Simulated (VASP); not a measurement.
# AlN: single point with LDA

The system is AlN.

```
Al N
1.0
     3.08874    0.00000    0.00000
    -1.54437    2.67493    0.00000
     0.00000    0.00000    4.94377
Al N
2 2
Cartesian
  0.0000 1.6973 0.0075
  1.5444 0.9776 2.4794
  0.0000 1.8600 1.8958
  1.5444 0.8149 4.3677
```

This cell differs from its parent crystal: mode 4 frozen in at +0.000 Å and mode 5 at -0.086 Å (largest displacements).

```json
{
 "Program": "VASP 6.6.1",
 "Task": "single point",
 "Functional": "LDA",
 "Potentials or basis": "VASP PAW LDA potentials, release 64 (Al, N)",
 "Cutoff": "520 eV",
 "k mesh": "9 × 9 × 6",
 "Occupations": "gaussian, width 0.05 eV",
 "Spin": "no spin polarisation",
 "Dipole correction": "no",
 "Further INCAR settings": "ALGO = Normal; EDIFF = 1e-06; NBANDS = 16"
}
```

```
Pressure               : 0.4 GPa
Largest force          : 0.458 eV/Å
Band gap on the k mesh : 4.33 eV, direct
```

Forces in eV/Å, atoms in the order of the input:
```
Al   0.000  0.455  0.053
Al   0.000 -0.455  0.053
N    0.000 -0.239 -0.053
N    0.000  0.239 -0.053
```

Stress tensor (GPa, compression positive):
```
0.40 0.00 0.00
0.00 0.19 0.00
0.00 0.00 0.52
```

Levels at points of the mesh, in eV from the valence-band top:
```
           k point  band 5  band 6  band 7  band 8  band 9  band 10  band 11  band 12
(0.00, 0.00, 0.00)   -0.88   -0.41   -0.16    0.00    4.33     6.67    10.48    10.79
(0.00, 0.00, 0.50)   -0.65   -0.65   -0.58   -0.58    6.51     6.51    10.24    10.24
```

Run time: 20 s on 1 thread of Intel(R) Xeon(R) Platinum 8559C (Emerald Rapids) (shared host), peak memory 0.17 GiB.

Caveat: the cell differs from its parent crystal (mode 4 frozen in at +0.000 Å and mode 5 at -0.086 Å (largest displacements)). A k mesh can miss the band edges.
